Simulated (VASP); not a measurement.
# Ga2HN2 in VASP: a series of runs

Runs on Ga2HN2. Level: PBE. Tasks: single point.

Program: VASP 6.6.1. These are calculated values, not measurements. Logs are shortened: lines on timing, memory, paths and dates and some standing lists are left out, and cuts for length are marked.

**1. The cell of the first run**

The cell holds a slab with vacuum, 5 atoms: a = 3.217 Å, b = 3.217 Å, c = 19.100 Å, α = 90.00°, β = 90.00°, γ = 120.00°.

**2. Single point, PBE, collinear spin**

INCAR reads:

```
PREC = Accurate
ENCUT = 520
EDIFF = 1E-6
ISMEAR = 0
SIGMA = 0.05
LREAL = False
LASPH = True
NELM = 150
ALGO = Normal
ISIF = 2
LWAVE = False
LCHARG = False
ISPIN = 2
MAGMOM = 0 0 0 0 1
LORBIT = 11
LDIPOL = True
IDIPOL = 3
DIPOL = 0.5 0.5 0.340
GGA = PE
NBANDS = 30
```

KPOINTS reads:

```
Automatic mesh
0
Gamma
  9 9 1
```

POSCAR reads:

```
Ga2HN2
1.0
    3.2165072889      0.0000000000      0.0000000000
   -1.6082536444      2.7855770236      0.0000000000
    0.0000000000      0.0000000000     19.1000974262
N Ga H
2 2 1
Direct
    0.0000000000      0.0000000000      0.2094230155
    0.3333333333      0.6666666667      0.3979088303
    0.3333333333      0.6666666667      0.2437980654
    0.6666666667      0.3333333333      0.3952208477
    0.3333333333      0.6666666667      0.4537931247
```

Potentials or basis: VASP PAW PBE potentials, release 64 (N, Ga_d, H).

Run with:

```sh
> cat potpaw_PBE.64/N/POTCAR potpaw_PBE.64/Ga_d/POTCAR potpaw_PBE.64/H/POTCAR > POTCAR
> mpirun -np 1 vasp_std > vasp.out
```

OUTCAR:

```text
PREC = Accurate
   ENCUT = 520
   EDIFF = 1E-6
   ISMEAR = 0
   LREAL = False
   LASPH = True
   NELM = 150
   ISIF = 2
   ISPIN = 2
   LORBIT = 11
   GGA = PE

 ion  position               nearest neighbor table
   1  0.000  0.000  0.209-   3 1.97   3 1.97   3 1.97
   2  0.333  0.667  0.398-   5 1.07   4 1.86   4 1.86   4 1.86
   3  0.333  0.667  0.244-   1 1.97   1 1.97   1 1.97
   4  0.667  0.333  0.395-   2 1.86   2 1.86   2 1.86
   5  0.333  0.667  0.454-   2 1.07

  LATTYP: Found a hexagonal cell.
 ALAT       =     3.2165072889
 C/A-ratio  =     5.9381483425

  Lattice vectors:

 A1 = (   3.2165072889,   0.0000000000,   0.0000000000)
 A2 = (  -1.6082536444,   2.7855770236,   0.0000000000)
 A3 = (   0.0000000000,   0.0000000000,  19.1000974262)

Analysis of symmetry for initial positions (statically):
=====================================================================
 Subroutine PRICEL returns:
 Original cell was already a primitive cell.

 Routine SETGRP: Setting up the symmetry group for a
 hexagonal supercell.

 Subroutine GETGRP returns: Found  6 space group operations
 (whereof  6 operations were pure point group operations)
 out of a pool of 24 trial point group operations.

The static configuration has the point symmetry C_3v.

Analysis of symmetry for dynamics (positions and initial velocities):
=====================================================================
 Subroutine PRICEL returns:
 Original cell was already a primitive cell.

 Routine SETGRP: Setting up the symmetry group for a
 hexagonal supercell.

 Subroutine GETGRP returns: Found  6 space group operations
 (whereof  6 operations were pure point group operations)
 out of a pool of 24 trial point group operations.

The dynamic configuration has the point symmetry C_3v.

Analysis of structural, dynamic, and magnetic symmetry:
=====================================================================
 Subroutine PRICEL returns:
 Original cell was already a primitive cell.

 Routine SETGRP: Setting up the symmetry group for a
 hexagonal supercell.

 Subroutine GETGRP returns: Found  6 space group operations
 (whereof  6 operations were pure point group operations)
 out of a pool of 24 trial point group operations.

The overall configuration has the point symmetry C_3v.

 Subroutine INISYM returns: Found  6 space group operations
 (whereof  6 operations are pure point group operations),
 and found     1 'primitive' translations

----------------------------------------------------------------------------------------

                                     Primitive cell

  volume of cell :     171.1336

  direct lattice vectors                    reciprocal lattice vectors
     3.216507289  0.000000000  0.000000000     0.310896233  0.179496024  0.000000000
    -1.608253644  2.785577024  0.000000000     0.000000000  0.358992048  0.000000000
     0.000000000  0.000000000 19.100097426     0.000000000  0.000000000  0.052355754

  length of vectors
     3.216507289  3.216507289 19.100097426     0.358992048  0.358992048  0.052355754

  position of ions in fractional coordinates (direct lattice)
     0.000000000  0.000000000  0.209423016
     0.333333333  0.666666667  0.397908830
     0.333333333  0.666666667  0.243798065
     0.666666667  0.333333333  0.395220848
     0.333333333  0.666666667  0.453793125

  ion indices of the primitive-cell ions
   primitive index   ion index
                 1           1
                 2           2
                 3           3
                 4           4
                 5           5

----------------------------------------------------------------------------------------

 KPOINTS: Automatic mesh

Automatic generation of k-mesh.
 Grid dimensions read from file:
 generate k-points for:    9    9    1

 Generating k-lattice:

[... 25 lines left out ...]
  0.333333  0.111111  0.000000     12.000000
  0.444444  0.111111  0.000000      6.000000
  0.222222  0.222222  0.000000      6.000000
  0.333333  0.222222  0.000000     12.000000
  0.333333  0.333333  0.000000      2.000000
   k-points           NKPTS =     12   k-points in BZ     NKDIM =     12   number of bands    NBANDS=     30
   number of dos      NEDOS =    301   number of ions     NIONS =      5
   total plane-waves  NPLWV =  82944
   dimension x,y,z NGX =    24 NGY =   24 NGZ =  144
   dimension x,y,z NGXF=    48 NGYF=   48 NGZF=  288
   ions per type =               2   2   1
   NGX,Y,Z   is equivalent  to a cutoff of  12.40, 12.40, 12.53 a.u.
   NGXF,Y,Z  is equivalent  to a cutoff of  24.81, 24.81, 25.07 a.u.
 SYSTEM =  unknown system
   PREC   = accura    normal or accurate (medium, high low for compatibility)
   ISTART =      0    job   : 0-new  1-cont  2-samecut
   ICHARG =      2    charge: 1-file 2-atom 10-const
   ISPIN  =      2    spin polarized calculation?
   LNONCOLLINEAR =      F non collinear calculations
   LSORBIT =      F    spin-orbit coupling
   LASPH  =      T    aspherical Exc in radial PAW
   ENCUT  =  520.0 eV  38.22 Ry    6.18 a.u.   5.98  5.98 35.51*2*pi/ulx,y,z
   NELM   =    150;   NELMIN=  2; NELMDL= -5     # of ELM steps
   EDIFF  = 0.1E-05   stopping-criterion for ELM
   LREAL  =      F    real-space projection
   EDIFFG = 0.1E-04   stopping-criterion for IOM
   NSW    =      0    number of steps for IOM
   IBRION =     -1    ionic relax: 0-MD 1-quasi-New 2-CG
   NFREE  =      0    steps in history (QN), initial steepest desc. (CG)
   ISIF   =      2    stress and relaxation
   ISYM   =      2    0-nonsym 1-usesym 2-fastsym
   POTIM  = 0.5000    time-step for ionic-motion
   TEBEG  =    0.0;   TEEND  =   0.0 temperature during run
   PSTRESS=    0.0 pullay stress
   NELECT =      37.0000    total number of electrons
   NUPDOWN=      -1.0000    fix difference up-down
   EMIN   =  10.00;   EMAX   =-10.00  energy-range for DOS
   EFERMI =   0.00;   METHOD = LEGACY
   ISMEAR =     0;   SIGMA  =   0.05  broadening in eV -4-tet -1-fermi 0-gaus
   EFERMI_NEDOS =   21; number of points for ismear=-14 and -15
   IALGO  =     38    algorithm
   IMIX   =      4    mixing-type and parameters
     AMIX     =   0.40;   BMIX     =  1.00
     AMIX_MAG =   1.60;   BMIX_MAG =  1.00
  volume/ion in A,a.u.               =      34.23       230.97
  Fermi-wavevector in a.u.,A,eV,Ry     =   0.982570  1.856789 13.135669  0.965444
  Thomas-Fermi vector in A             =   2.113663
   LORBIT       =     11    0 simple, 1 ext, 2 COOP (PROOUT), +10 PAW based schemes
   GGA     = PE    functional components
   LHFCALC =     F    Hartree Fock is set to
   AEXX    =    0.0000 exact exchange contribution
   IVDW    =     0    specifies the selected vdW correction
   LEPSILON=     F    determine dielectric tensor
   LRPA    =     F    only Hartree local field effects (RPA)
 spin polarized calculation
 Gauss-broadening in eV      SIGMA  =   0.05
  energy-cutoff  :      520.00
  volume of cell :      171.13
 maximum number of plane-waves:      4668
 NGX is ok and might be reduce to    24
   NGX = 11   NGY = 11   NGZ = 71

 dipolmoment           0.000000      0.000000      0.000028 electrons x Angstroem

 number of electron      36.9999978 magnetization       0.2658192

 dipolmoment           0.000000      0.000000     -0.124784 electrons x Angstroem

 Free energy of the ion-electron system (eV)
  ---------------------------------------------------
  ext. energy  EPLUGINS =         0.00000000
  ---------------------------------------------------
  free energy    TOTEN  =       -23.58147713 eV

  energy without entropy =      -23.57857585  energy(sigma->0) =      -23.58002649

 E-fermi :  -0.8480     XC(G=0):  -4.3555

 val. band max:       -0.8587958790   @ k =   0.4444   0.1111   0.0000
 cond. band min:      -0.8270100707   @ k =   0.3333   0.1111   0.0000
 fundamental gap:      0.0317858083
 Fermi energy:        -0.8480115121

 spin component 1

 k-point     1 :       0.0000    0.0000    0.0000
  band No.  band energies     occupation
      1     -21.6748      1.00000
      2     -18.2743      1.00000
      3     -18.2743      1.00000
      4     -17.9081      1.00000
      5     -17.9081      1.00000
      6     -17.6620      1.00000
[... 385 lines left out ...]
     29       8.2830      0.00000
     30       8.4819      0.00000
 Fermi energy:        -0.8480115121

 spin component 2

 k-point     1 :       0.0000    0.0000    0.0000
  band No.  band energies     occupation
      1     -21.5980      1.00000
      2     -18.2649      1.00000
      3     -18.2649      1.00000
      4     -17.8908      1.00000
      5     -17.8908      1.00000
      6     -17.6170      1.00000
[... 385 lines left out ...]
     29       8.4179      0.00000
     30       8.5888      0.00000

------------------------ aborting loop because EDIFF is reached ----------------------------------------

 vacuum level on the upper side and lower side of the slab       (xc-potential included)        -1.252         1.203

  FORCE on cell =-STRESS in cart. coord.  units (eV):
  Direction    XX          YY          ZZ          XY          YZ          ZX
  --------------------------------------------------------------------------------------
  -------------------------------------------------------------------------------------
  Total        5.8765863      5.8765863     -1.0032693      0.0000000      0.0000000     -0.0000000
  in kB       55.0174438     55.0174438     -9.3927511      0.0000000      0.0000000     -0.0000000
  external PRESSURE =      33.5473788 kB  Pullay stress =       0.0000000 kB

 VOLUME and BASIS-vectors are now :
 -----------------------------------------------------------------------------
  energy-cutoff  :      520.00
  volume of cell :      171.13
      direct lattice vectors                 reciprocal lattice vectors
     3.216507289  0.000000000  0.000000000     0.310896233  0.179496024  0.000000000
    -1.608253644  2.785577024  0.000000000     0.000000000  0.358992048  0.000000000
     0.000000000  0.000000000 19.100097426     0.000000000  0.000000000  0.052355754

 POSITION                                       TOTAL-FORCE (eV/Angst)
 -----------------------------------------------------------------------------------
      0.00000      0.00000      4.00000         0.000000     -0.000000      2.679050
     -0.00000      1.85705      7.60010        -0.000000     -0.000000      1.572975
     -0.00000      1.85705      4.65657         0.000000     -0.000000     -2.898312
      1.60825      0.92853      7.54876         0.000000     -0.000000     -1.433394
     -0.00000      1.85705      8.66749         0.000000      0.000000      0.079681
 -----------------------------------------------------------------------------------
    total drift:                               -0.000005      0.000004     -0.000009

  FREE ENERGIE OF THE ION-ELECTRON SYSTEM (eV)
  ---------------------------------------------------
  free  energy   TOTEN  =       -23.5814771259 eV

  energy  without entropy=      -23.5785758502  energy(sigma->0) =      -23.58002649

 vacuum level on the upper side and lower side of the slab         2.328         4.857

 total charge

# of ion       s       p       d       tot
------------------------------------------
    1        1.284   2.305   0.000   3.589
    2        1.297   2.584   0.000   3.881
    3        0.843   0.760  10.087  11.689
    4        0.865   0.880  10.170  11.915
    5        0.579   0.082   0.000   0.661
--------------------------------------------------
tot          4.867   6.611  20.257  31.735

 magnetization (x)

# of ion       s       p       d       tot
------------------------------------------
    1        0.000   0.013   0.000   0.014
    2        0.014   0.029   0.000   0.043
    3       -0.000   0.003   0.001   0.003
    4        0.013   0.037   0.008   0.058
    5       -0.000   0.004   0.000   0.004
--------------------------------------------------
tot          0.026   0.086   0.009   0.121
```

Wall time 9.7 min (1 thread of AMD EPYC 9R45 (Zen 5), shared host); peak memory 0.36 GiB.

What came out:

| Property | Result |
| --- | --- |
| Free energy | -23.5815 eV |
| Largest force | 2.898 eV/Å |
| Net moment | 0.27 μB per cell |
| Site moments | N +0.01, +0.04; Ga +0.00, +0.06; H +0.00 μB |
| Valence electrons inside the program's atomic spheres | N 3.59, 3.88; Ga 11.69, 11.91; H 0.66 |

Forces in eV/Å, atoms in the order of the input:
```
N    0.000  0.000  2.679
N    0.000  0.000  1.573
Ga   0.000  0.000 -2.898
Ga   0.000  0.000 -1.433
H    0.000  0.000  0.080
```

**3. Single point, PBE, collinear spin**

INCAR reads:

```
PREC     = Accurate       # precision mode
ENCUT    = 520            # plane-wave cutoff, eV
EDIFF    = 1E-6           # SCF threshold, eV
ISMEAR   = 0              # smearing method
SIGMA    = 0.05           # smearing width, eV
LREAL    = False          # projectors in reciprocal space
LASPH    = True           # aspherical terms in the spheres
NELM     = 150            # most SCF steps
ALGO     = Normal         # electronic algorithm
ISIF     = 2              # what is computed and relaxed
LWAVE    = False          # write WAVECAR
LCHARG   = False          # write CHGCAR
ISPIN    = 2              # spin polarisation
MAGMOM   = 0 0 0 0 1      # initial moments
LORBIT   = 11             # projections on sites
LDIPOL   = True         
IDIPOL   = 3            
DIPOL    = 0.5 0.5 0.348
GGA      = PE             # functional
NBANDS   = 30             # bands
```

KPOINTS is that of step 2.

POSCAR: that of step 2 with these lines changed.

```diff
@@ -12,2 +12,2 @@
     0.6666666667      0.3333333333      0.3952208477
-    0.3333333333      0.6666666667      0.4537931247
+    0.6666666667      1.3333333333      0.4914446433
```

Potentials or basis: VASP PAW PBE potentials, release 64 (N, Ga_d, H).

Run with:

```sh
> cat potpaw_PBE.64/N/POTCAR potpaw_PBE.64/Ga_d/POTCAR potpaw_PBE.64/H/POTCAR > POTCAR
> mpirun -np 1 vasp_std > vasp.out
```

Wall time 1.9 min (1 thread of AMD EPYC 9R45 (Zen 5), shared host); peak memory 0.35 GiB.

Results (log left out):

```
Free energy                                           : -23.4618 eV
Largest force                                         : 2.749 eV/Å
Band gap on the k mesh                                : zero (filled and empty bands overlap)
Net moment                                            : 0.96 μB per cell
Site moments                                          : N +0.05, +0.23; Ga -0.00, +0.02; H +0.26 μB
Valence electrons inside the program's atomic spheres : N 3.59, 3.71; Ga 11.67, 11.94; H 0.44
```

Forces in eV/Å, atoms in the order of the input:
```
N    0.000  0.000  2.749
N    0.000  0.000 -1.550
Ga   0.000  0.000 -2.614
Ga   0.000  0.000  1.437
H    0.000  0.000 -0.023
```

Levels at points of the mesh, in eV from the Fermi level:
Spin up:
| k point | band 16 | band 17 | band 18 | band 19 | band 20 | band 21 | band 22 | band 23 |
| --- | --- | --- | --- | --- | --- | --- | --- | --- |
| (0.00, 0.00, 0.00) | -1.91 | -1.41 | 0.02 | 0.02 | 1.63 | 2.91 | 5.04 | 6.05 |
Spin down:
```
           k point  band 16  band 17  band 18  band 19  band 20  band 21
(0.00, 0.00, 0.00)    -1.66    -0.37     0.07     0.07     2.06     3.22
```

[end of part 1 of 2]
